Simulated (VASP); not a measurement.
Here is a VASP 6.6.1 calculation.

The input INCAR:

```
SYSTEM = SnS3
PREC     = Accurate       ! precision mode
ENCUT    = 500            ! plane-wave cutoff, eV
EDIFF    = 1E-7           ! SCF threshold, eV
ISMEAR   = -1             ! smearing method
SIGMA    = 0.02           ! smearing width, eV
LREAL    = .FALSE.        ! projectors in reciprocal space
LASPH    = .TRUE.         ! aspherical terms in the spheres
NELM     = 120            ! most SCF steps
ALGO     = Normal         ! electronic algorithm
ISIF     = 3              ! what is computed and relaxed
LWAVE    = .FALSE.        ! write WAVECAR
LCHARG   = .FALSE.        ! write CHGCAR
GGA      = PE             ! functional
IBRION   = 2              ! ionic algorithm
NSW      = 80             ! ionic steps
EDIFFG   = -0.02          ! ionic threshold
GGA_COMPAT= .FALSE.      
NELMIN   = 4
```

Contents of KPOINTS:

```
Automatic mesh
0
G
  6 6 6
  0 0 0
```

Contents of POSCAR:

```
SnS3
1.0
    0.0000000000      3.4000000000      3.4000000000
    3.4000000000      0.0000000000      3.4000000000
    3.4000000000      3.4000000000      0.0000000000
Sn S
1 3
Direct
    0.0000000000      0.0000000000      0.0000000000
    0.5000000000      0.5000000000      0.5000000000
    0.2500000000      0.2500000000      0.2500000000
    0.7500000000      0.7500000000      0.7500000000
```

Potentials or basis: VASP PAW PBE potentials, release 64 (Sn_d, S).

Launch:

```console
$ cat potpaw_PBE.64/Sn_d/POTCAR potpaw_PBE.64/S/POTCAR > POTCAR
$ mpirun -np 1 vasp_std > vasp.out
```

Q: What does it give for the relaxed cell?

A: a = 4.726 Å, b = 4.726 Å, c = 4.726 Å, α = 60.00°, β = 60.00°, γ = 60.00°.

Q: Estimate the relaxed volume.

A: 18.66 Å³/atom.

Final structure:
```
Sn S
1.0
     0.00000    3.34159    3.34159
     3.34159    0.00000    3.34159
     3.34159    3.34159    0.00000
Sn S
1 3
Cartesian
  0.0000 0.0000 0.0000
  3.3416 3.3416 3.3416
  1.6708 1.6708 1.6708
  5.0124 5.0124 5.0124
```
